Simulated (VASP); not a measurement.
Write the native input for VASP 6.6.1 that does the following.

```yaml
Task: single point
Functional: PBEsol
Potentials_or_basis: VASP PAW PBE potentials, release 64 (P)
Cutoff: 520 eV
k_mesh: 8 × 1 × 6
Occupations: gaussian, width 0.02 eV
Spin: no spin polarisation
Dipole_correction: no
Further_INCAR_settings: ALGO = Normal; EDIFF = 1e-07; NBANDS = 18
```

The structure of P lies in POSCAR:

```
P
1.0
    3.3336326011      0.0000000000      0.0000000000
    0.0000000000     35.3978690260      0.0000000000
    0.0000000000      0.0000000000      4.5034637553
P
4
Direct
    0.0000000000      0.9703143688      0.5857314643
    0.0000000000      0.0296856312      0.4142685357
    0.5000000000      0.0296856312      0.0857314643
    0.5000000000      0.9703143688      0.9142685357
```

One way to write it, as run:

INCAR

```
PREC = Accurate
ENCUT = 520
EDIFF = 1E-7
ISMEAR = 0
SIGMA = 0.02
LREAL = F
LASPH = T
NELM = 80
ALGO = Normal
ISIF = 2
LWAVE = F
LCHARG = T
GGA = PS
LELF = T
LVHAR = T
NBANDS = 18
```

KPOINTS

```
Automatic mesh
0
Gamma
  8 1 6
```

Potentials or basis: VASP PAW PBE potentials, release 64 (P).

Run with:

```console
$ cat potpaw_PBE.64/P/POTCAR > POTCAR
$ mpirun -np 1 vasp_std > vasp.out
```

Results of the run:

* Largest force: 0.020 eV/Å
* Band gap on the k mesh: 0.88 eV

Caveat: there is no dipole correction, which matters where the two faces differ; the PAW data sets were made with another functional, which shifts forces and pressure a little.

It took 11 min on 1 thread of Oxide Virtual Turin-like Processor (shared host), peak memory 0.61 GiB.
